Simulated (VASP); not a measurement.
Input of a VASP 6.6.1 run:

The input INCAR:

```
ALGO = Normal
EDIFF = 1E-6
ENCUT = 520
GGA = PS
ISIF = 2
ISMEAR = 0
LASPH = T
LCHARG = T
LELF = T
LREAL = Auto
LVHAR = T
LWAVE = F
NBANDS = 79
NELM = 60
PREC = Accurate
SIGMA = 0.05
```

Contents of KPOINTS:

```
k-points
0
Gamma
  4 4 4
```

POSCAR

```
Zn5Cd2Se8
1.0
   -5.7452609759      5.7452609759      0.0000000000
    0.0000000000      5.7452609759     -5.7452609759
   -5.7452609759      0.0000000000     -5.7452609759
Zn Cd Se
5 2 8
Direct
    0.0000000000      0.5000000000      0.0000000000
   -0.0046523717      0.4953476283      0.5046523717
    0.5046523717      0.0046523717     -0.0046523717
   -0.0046523717      0.0046523717      0.5046523717
    0.5046523717      0.4953476283     -0.0046523717
   -0.0110937522      0.0110937522     -0.0110937522
    0.5110937522      0.4889062478      0.5110937522
    0.6300409715      0.0969063240      0.6300409715
    0.1292315464      0.6132208876      0.1292315464
    0.6300409715      0.6430117331      0.6300409715
    0.1292315464      0.1283160196      0.1292315464
    0.1132208876      0.6292315464      0.6283160196
    0.5969063240      0.1300409715      0.1430117331
    0.6283160196      0.6292315464      0.1132208876
    0.1430117331      0.1300409715      0.5969063240
```

Potentials or basis: VASP PAW PBE potentials, release 64 (Zn, Cd, Se).

Run with:

```console
$ cat potpaw_PBE.64/Zn/POTCAR potpaw_PBE.64/Cd/POTCAR potpaw_PBE.64/Se/POTCAR > POTCAR
$ mpirun -np 1 vasp_std > vasp.out
```

Problem. Estimate the largest force.

Solution. 0.037 eV/Å.

Problem. Estimate the band gap on the k mesh.

Solution. Zero (band 66 reaches 1.12 eV, above the bottom of band 67 at 0.63 eV).

Problem. What does it give for the pressure?

Solution. -1.7 GPa.

Forces in eV/Å, atoms in the order of the input:
```
Zn   0.000  0.000  0.000
Zn   0.000  0.000  0.000
Zn   0.000  0.000  0.000
Zn   0.000  0.000  0.000
Zn   0.000  0.000  0.000
Cd  -0.021  0.000  0.000
Cd   0.021  0.000  0.000
Se   0.004 -0.026  0.026
Se  -0.007 -0.005  0.005
Se   0.004  0.026 -0.026
Se  -0.007  0.005 -0.005
Se   0.007 -0.005 -0.005
Se  -0.004 -0.026 -0.026
Se   0.007  0.005  0.005
Se  -0.004  0.026  0.026
```

Caveat: the PAW data sets were made with another functional, which shifts forces and pressure a little.
